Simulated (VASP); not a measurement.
# BaHg (Pm-3m) in VASP: relaxation of cell and atoms with LDA

Aim: the relaxation of cell and atoms of BaHg with LDA.

Program: VASP 6.6.1. These are calculated values, not measurements. Logs are shortened: lines on timing, memory, paths and dates and some standing lists are left out, and cuts for length are marked.

### 1 The cell of the first run

The structure is cubic, space group Pm-3m (No. 221). The conventional cell has a = 4.179 Å, b = 4.179 Å, c = 4.179 Å, α = 90.00°, β = 90.00°, γ = 90.00°. Within 4.8 Å of Ba (site symmetry m-3m) lie 8 Hg at 3.62 Å and 6 Ba at 4.18 Å. Hg (site symmetry m-3m) has 8 Ba at 3.62 Å and 6 Hg at 4.18 Å within 4.8 Å.

### 2 Relaxation of cell and atoms, LDA

The input, INCAR:

```
PREC = Accurate ; ENCUT = 500
EDIFF = 1E-7 ; ISMEAR = -1
SIGMA = 0.1 ; LREAL = False
LASPH = True ; NELM = 120
ALGO = Normal ; ISIF = 3
LWAVE = False ; LCHARG = False
IBRION = 2 ; NSW = 100
EDIFFG = -0.002 ; GGA_COMPAT = False
NELMIN = 4
```

The input, KPOINTS:

```
regular mesh
0
Gamma
  8 8 8
```

The input, POSCAR:

```
BaHg
1.0
    4.1787600400      0.0000000000      0.0000000000
    0.0000000000      4.1787600400      0.0000000000
    0.0000000000      0.0000000000      4.1787600400
Ba Hg
1 1
Direct
    0.0000000000      0.0000000000      0.0000000000
    0.5000000000      0.5000000000      0.5000000000
```

Potentials or basis: VASP PAW LDA potentials, release 64 (Ba_sv, Hg_sv_GW).

The run is started by

```bash
cat potpaw_LDA.64/Ba_sv/POTCAR potpaw_LDA.64/Hg_sv_GW/POTCAR > POTCAR
mpirun -np 1 vasp_std > vasp.out
```

OUTCAR:

```text
PREC = Accurate
   ENCUT = 500
   EDIFF = 1E-7
   ISMEAR = -1
   LREAL = False
   LASPH = True
   NELM = 120
   ISIF = 3
   IBRION = 2
   NSW = 100
   EDIFFG = -0.002
   NELMIN = 4

 ion  position               nearest neighbor table
   1  0.000  0.000  0.000-   2 3.62   2 3.62   2 3.62   2 3.62   2 3.62   2 3.62   2 3.62   2 3.62

   2  0.500  0.500  0.500-   1 3.62   1 3.62   1 3.62   1 3.62   1 3.62   1 3.62   1 3.62   1 3.62

  LATTYP: Found a simple cubic cell.
 ALAT       =     4.1787600400

  Lattice vectors:

 A1 = (   4.1787600400,   0.0000000000,   0.0000000000)
 A2 = (   0.0000000000,   4.1787600400,   0.0000000000)
 A3 = (   0.0000000000,   0.0000000000,   4.1787600400)

Analysis of symmetry for initial positions (statically):
=====================================================================
 Subroutine PRICEL returns:
 Original cell was already a primitive cell.

 Routine SETGRP: Setting up the symmetry group for a
 simple cubic supercell.

 Subroutine GETGRP returns: Found 48 space group operations
 (whereof 48 operations were pure point group operations)
 out of a pool of 48 trial point group operations.

The static configuration has the point symmetry O_h .

Analysis of symmetry for dynamics (positions and initial velocities):
=====================================================================
 Subroutine PRICEL returns:
 Original cell was already a primitive cell.

 Routine SETGRP: Setting up the symmetry group for a
 simple cubic supercell.

 Subroutine GETGRP returns: Found 48 space group operations
 (whereof 48 operations were pure point group operations)
 out of a pool of 48 trial point group operations.

The dynamic configuration has the point symmetry O_h .

 Subroutine INISYM returns: Found 48 space group operations
 (whereof 48 operations are pure point group operations),
 and found     1 'primitive' translations

----------------------------------------------------------------------------------------

                                     Primitive cell

  volume of cell :      72.9697

  direct lattice vectors                    reciprocal lattice vectors
     4.178760040  0.000000000  0.000000000     0.239305438  0.000000000  0.000000000
     0.000000000  4.178760040  0.000000000     0.000000000  0.239305438  0.000000000
     0.000000000  0.000000000  4.178760040     0.000000000  0.000000000  0.239305438

  length of vectors
     4.178760040  4.178760040  4.178760040     0.239305438  0.239305438  0.239305438

  position of ions in fractional coordinates (direct lattice)
     0.000000000  0.000000000  0.000000000
     0.500000000  0.500000000  0.500000000

  ion indices of the primitive-cell ions
   primitive index   ion index
                 1           1
                 2           2

----------------------------------------------------------------------------------------

 KPOINTS: regular mesh

Automatic generation of k-mesh.
 Grid dimensions read from file:
 generate k-points for:    8    8    8

 Generating k-lattice:

  Cartesian coordinates                     Fractional coordinates (reciprocal lattice)
     0.029913180  0.000000000  0.000000000     0.125000000  0.000000000  0.000000000
     0.000000000  0.029913180  0.000000000     0.000000000  0.125000000  0.000000000
     0.000000000  0.000000000  0.029913180     0.000000000  0.000000000  0.125000000

  Length of vectors
     0.029913180  0.029913180  0.029913180

  Shift w.r.t. Gamma in fractional coordinates (k-lattice)
     0.000000000  0.000000000  0.000000000

 Subroutine IBZKPT returns following result:
 ===========================================

 Found     35 irreducible k-points:

 Following reciprocal coordinates:
            Coordinates               Weight
  0.000000  0.000000  0.000000      1.000000
  0.125000  0.000000  0.000000      6.000000
  0.250000  0.000000  0.000000      6.000000
  0.375000  0.000000  0.000000      6.000000
  0.500000  0.000000  0.000000      3.000000
  0.125000  0.125000  0.000000     12.000000
[... 16 lines left out ...]
  0.375000  0.375000  0.125000     24.000000
  0.500000  0.375000  0.125000     24.000000
 [... further k-points ...]
   k-points           NKPTS =     35   k-points in BZ     NKDIM =     35   number of bands    NBANDS=     19
   number of dos      NEDOS =    301   number of ions     NIONS =      2
   total plane-waves  NPLWV =  27000
   dimension x,y,z NGX =    30 NGY =   30 NGZ =   30
   dimension x,y,z NGXF=    60 NGYF=   60 NGZF=   60
   ions per type =               1   1
   NGX,Y,Z   is equivalent  to a cutoff of  11.94, 11.94, 11.94 a.u.
   NGXF,Y,Z  is equivalent  to a cutoff of  23.87, 23.87, 23.87 a.u.
 SYSTEM =  unknown system
   PREC   = accura    normal or accurate (medium, high low for compatibility)
   ISTART =      0    job   : 0-new  1-cont  2-samecut
   ICHARG =      2    charge: 1-file 2-atom 10-const
   ISPIN  =      1    spin polarized calculation?
   LNONCOLLINEAR =      F non collinear calculations
   LSORBIT =      F    spin-orbit coupling
   LASPH  =      T    aspherical Exc in radial PAW
   ENCUT  =  500.0 eV  36.75 Ry    6.06 a.u.   7.62  7.62  7.62*2*pi/ulx,y,z
   NELM   =    120;   NELMIN=  4; NELMDL= -5     # of ELM steps
   EDIFF  = 0.1E-06   stopping-criterion for ELM
   LREAL  =      F    real-space projection
   EDIFFG = -.2E-02   stopping-criterion for IOM
   NSW    =    100    number of steps for IOM
   IBRION =      2    ionic relax: 0-MD 1-quasi-New 2-CG
   NFREE  =      1    steps in history (QN), initial steepest desc. (CG)
   ISIF   =      3    stress and relaxation
   ISYM   =      2    0-nonsym 1-usesym 2-fastsym
   POTIM  = 0.5000    time-step for ionic-motion
   TEBEG  =    0.0;   TEEND  =   0.0 temperature during run
   PSTRESS=    0.0 pullay stress
   NELECT =      30.0000    total number of electrons
   NUPDOWN=      -1.0000    fix difference up-down
   EMIN   =  10.00;   EMAX   =-10.00  energy-range for DOS
   EFERMI =   0.00;   METHOD = LEGACY
   ISMEAR =    -1;   SIGMA  =   0.10  broadening in eV -4-tet -1-fermi 0-gaus
   EFERMI_NEDOS =   21; number of points for ismear=-14 and -15
   IALGO  =     38    algorithm
   IMIX   =      4    mixing-type and parameters
     AMIX     =   0.40;   BMIX     =  1.00
     AMIX_MAG =   1.60;   BMIX_MAG =  1.00
  volume/ion in A,a.u.               =      36.48       246.21
  Fermi-wavevector in a.u.,A,eV,Ry     =   1.217310  2.300382 20.161703  1.481843
  Thomas-Fermi vector in A             =   2.352635
   LORBIT       =      0    0 simple, 1 ext, 2 COOP (PROOUT), +10 PAW based schemes
   GGA     = CA    functional components
   LHFCALC =     F    Hartree Fock is set to
   AEXX    =    0.0000 exact exchange contribution
   IVDW    =     0    specifies the selected vdW correction
   LEPSILON=     F    determine dielectric tensor
   LRPA    =     F    only Hartree local field effects (RPA)
 conjugate gradient relaxation of ions
 non-spin polarized calculation
  energy-cutoff  :      500.00
  volume of cell :       72.97
 maximum number of plane-waves:      1864
   NGX = 15   NGY = 15   NGZ = 15

--------------------------------------- Ionic step        1  -------------------------------------------

 number of electron      30.0000016 magnetization

 Free energy of the ion-electron system (eV)
  ---------------------------------------------------
  ext. energy  EPLUGINS =         0.00000000
  ---------------------------------------------------
  free energy    TOTEN  =        -4.33531914 eV

  energy without entropy =       -4.28025589  energy(sigma->0) =       -4.30778751

------------------------ aborting loop because EDIFF is reached ----------------------------------------

  FORCE on cell =-STRESS in cart. coord.  units (eV):
  Direction    XX          YY          ZZ          XY          YZ          ZX
  --------------------------------------------------------------------------------------
  -------------------------------------------------------------------------------------
  Total       -1.3457383     -1.3457383     -1.3457383      0.0000000      0.0000000      0.0000000
  in kB      -29.5480538    -29.5480538    -29.5480538      0.0000000      0.0000000      0.0000000
  external PRESSURE =     -29.5480538 kB  Pullay stress =       0.0000000 kB
[... 57 lines left out ...]
  energy  without entropy=       -4.3564985212  energy(sigma->0) =       -4.38201111

--------------------------------------- Ionic step        3  -------------------------------------------

 number of electron      29.9999994 magnetization

 Free energy of the ion-electron system (eV)
  ---------------------------------------------------
  ext. energy  EPLUGINS =         0.00000000
  ---------------------------------------------------
  free energy    TOTEN  =        -4.40767857 eV

  energy without entropy =       -4.35688472  energy(sigma->0) =       -4.38228165

 E-fermi :   4.0525     XC(G=0):  -9.9929

 val. band max:        4.0339443935   @ k =   0.5000   0.3750   0.0000
 cond. band min:       4.0551584832   @ k =   0.3750   0.2500   0.2500
 fundamental gap:      0.0212140897
 Fermi energy:         4.0524712563

 k-point     1 :       0.0000    0.0000    0.0000
  band No.  band energies     occupation
      1    -110.9233      2.00000
      2     -59.5156      2.00000
      3     -59.5156      2.00000
      4     -59.5156      2.00000
      5     -24.1466      2.00000
      6      -9.1380      2.00000
[... 11 lines left out ...]
     18       8.2917      0.00000
     19       8.2917      0.00000
[... 489 lines left out ...]
      3     -59.5160      2.00000
      4     -59.5156      2.00000
      5     -24.0436      2.00000
      6      -9.7420      2.00000
[... 11 lines left out ...]
     18       7.3678      0.00000
     19       8.0644      0.00000

 [... further k-points ...]

------------------------ aborting loop because EDIFF is reached ----------------------------------------

  FORCE on cell =-STRESS in cart. coord.  units (eV):
  Direction    XX          YY          ZZ          XY          YZ          ZX
  --------------------------------------------------------------------------------------
  -------------------------------------------------------------------------------------
  Total       -0.0039861     -0.0039861     -0.0039861      0.0000000      0.0000000     -0.0000000
  in kB       -0.0970604     -0.0970604     -0.0970604      0.0000000      0.0000000     -0.0000000
  external PRESSURE =      -0.0970604 kB  Pullay stress =       0.0000000 kB
[... 17 lines left out ...]
  FREE ENERGIE OF THE ION-ELECTRON SYSTEM (eV)
  ---------------------------------------------------
  free  energy   TOTEN  =        -4.4076785726 eV

  energy  without entropy=       -4.3568847208  energy(sigma->0) =       -4.38228165

 reached required accuracy - stopping structural energy minimisation
```

It took 69 s on 1 thread of Intel Xeon Platinum 8488C (Sapphire Rapids), shared host; peak memory 0.21 GiB.

Results:

| Item | Value |
| --- | --- |
| Free energy | -4.4077 eV |
| Relaxed volume | 32.90 Å³/atom |
| Relaxed cell | a = 4.037 Å, b = 4.037 Å, c = 4.037 Å, α = 90.00°, β = 90.00°, γ = 90.00° |
| Space group after relaxing (to 0.1 Å) | Pm-3m (No. 221) |
| Energy gained by relaxing | 36.2 meV/atom |
| Ionic steps | 3 |
| Pressure after relaxing | 0.0 GPa |
| Band gap on the k mesh | zero (bands 15 and 16 overlap by 2.35 eV) |

Step by step:
```csv
step,energy change (eV),largest force (eV/Å),pressure (GPa),volume (Å³)
1,0.0000,0.0000,-2.95,72.97
2,-0.0722,0.0000,-0.16,66.09
3,-0.0724,0.0000,-0.01,65.80
```

Final structure:
```xyz
2
Lattice="4.0371 0.0000 0.0000 0.0000 4.0371 0.0000 0.0000 0.0000 4.0371" Properties=species:S:1:pos:R:3 pbc="T T T"
Ba    0.0000    0.0000    0.0000
Hg    2.0186    2.0186    2.0186
```

Levels at points of the mesh, in eV from the Fermi level:
```tsv
k point	band 13	band 14	band 15	band 16	band 17	band 18
(0.00, 0.00, 0.00)	-7.14	-6.46	0.79	0.79	4.24	4.24
(0.50, 0.00, 0.00)	-7.07	-4.23	-2.12	0.86	1.57	1.57
(0.50, 0.50, 0.00)	-6.91	-4.66	0.80	0.80	1.31	3.70
(0.50, 0.50, 0.50)	-6.90	-2.95	-1.47	-1.47	-1.47	6.66
```

Caveat: spin-orbit coupling is left out, which moves the levels of the heavy elements.
